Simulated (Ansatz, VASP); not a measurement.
Nb2AlS2: VASP beside Ansatz

POSCAR

```
Nb2AlS2
1.0
    3.4108220000      0.0000000000      0.0000000000
   -1.7054110000      2.9538610000      0.0000000000
    0.0000000000      0.0000000000      8.9178010000
Nb S Al
2 2 1
Direct
    0.3333000000      0.6667000000      0.1410000000
    0.6667000000      0.3333000000      0.8590000000
    0.3333000000      0.6667000000      0.6670000000
    0.6667000000      0.3333000000      0.3330000000
    0.0000000000      0.0000000000      0.0000000000
```

The input INCAR.step1:

```
  PREC = Accurate
  ENCUT = 520
  ISMEAR = -1
  SIGMA = 0.0545
  LREAL = F
  LASPH = T
  NELM = 80
  NBANDS = 28
  GGA = PE
  ALGO = Normal
  EDIFF = 1E-4
  LWAVE = T
  LCHARG = F
```

Contents of INCAR.step2:

```
  PREC = Accurate
  ENCUT = 520
  EDIFF = 1E-7
  ISMEAR = -1
  SIGMA = 0.0545
  LREAL = F
  LASPH = T
  NELM = 80
  ALGO = Normal
  ISIF = 2
  LWAVE = F
  LCHARG = F
  METAGGA = R2SCAN
  LMIXTAU = T
  NBANDS = 28
  ISTART = 1
```

Contents of KPOINTS:

```
Automatic mesh
0
Gamma
  11 11 4
```

Input for Ansatz:

```yaml
crystal:
  lattice:
    - [3.410822, 0.0, 0.0]
    - [-1.705411, 2.953861, 0.0]
    - [0.0, 0.0, 8.917801]
  atoms:
    - { symbol: Nb, position: [0.3333, 0.6667, 0.141] }
    - { symbol: Nb, position: [0.6667, 0.3333, 0.859] }
    - { symbol: S, position: [0.3333, 0.6667, 0.667] }
    - { symbol: S, position: [0.6667, 0.3333, 0.333] }
    - { symbol: Al, position: [0.0, 0.0, 0.0] }
  symmetry: { tolerance: 0.0003 }
kpoints:
  mp_grid: { grid: [11, 11, 4], shift: [0, 0, 0] }
  band_path:
    path:
      - [0.0, 0.0, 0.0]
      - [0.5, 2.1e-07, 0.0]
      - [0.33333333, 0.33333354, 0.0]
      - [0.0, 0.0, 0.0]
      - [0.0, 0.0, 0.5]
      - [0.5, 2.1e-07, 0.5]
      - [0.33333333, 0.33333354, 0.5]
      - [0.0, 0.0, 0.5]
      - [0.5, 2.1e-07, 0.5]
      - [0.5, 2.1e-07, 0.0]
      - [0.33333333, 0.33333354, 0.5]
    npoints: 6
magnetization:
  spin_polarized: false
scf:
  occupations: { method: fermi_dirac, width: 0.0545 }
  lower_state_search: "off"
  max_iter: 200
hamiltonian:
  pseudopotentials: { kind: paw }
  xc: r2scan
basis:
  ecutwfc: 500
  fft_grid_basis: typed
output:
  forces: true
  stress: true
  eigenvalues: true
  bader: true
  populations: true
  elf: true
  write_potential: true
  volumetric_format: npy
  dos:
    e_range: [-12, 8]
    de: 0.05
    projected: { site_lists: { Al: [Al], Nb: [Nb], S: [S] } }
checkpoint:
  read: saved_state
```

Alike in both runs: task single point; functional r2SCAN; k mesh 11 × 11 × 4; occupations fermi-dirac, width 0.0545 eV; no spin polarisation.

|  | VASP | Ansatz |
| --- | --- | --- |
| version | VASP 6.6.1 | Ansatz 0.2.0 |
| potentials or method | VASP PAW PBE potentials, release 64 (Nb_sv, S, Al), cutoff 520 eV | PAW plane waves |
| valence electrons in the cell | 41 | 41 |

|  | VASP | Ansatz | Ansatz less VASP |
| --- | --- | --- | --- |
| pressure (GPa) | 17.3 | 17.6 | +0.24 |
| traceless stress, the component that is largest in VASP (GPa) | -1.80 | -1.79 | +0.007 |
| rms of the force components (eV/Å) | 2.960 | 2.956 | -0.0040 |

VASP's potentials were made for PBE, not for r2SCAN. Atom by atom the forces differ by 0.009 eV/Å (rms over components). Ansatz's warnings: structure snapped to symmetry.
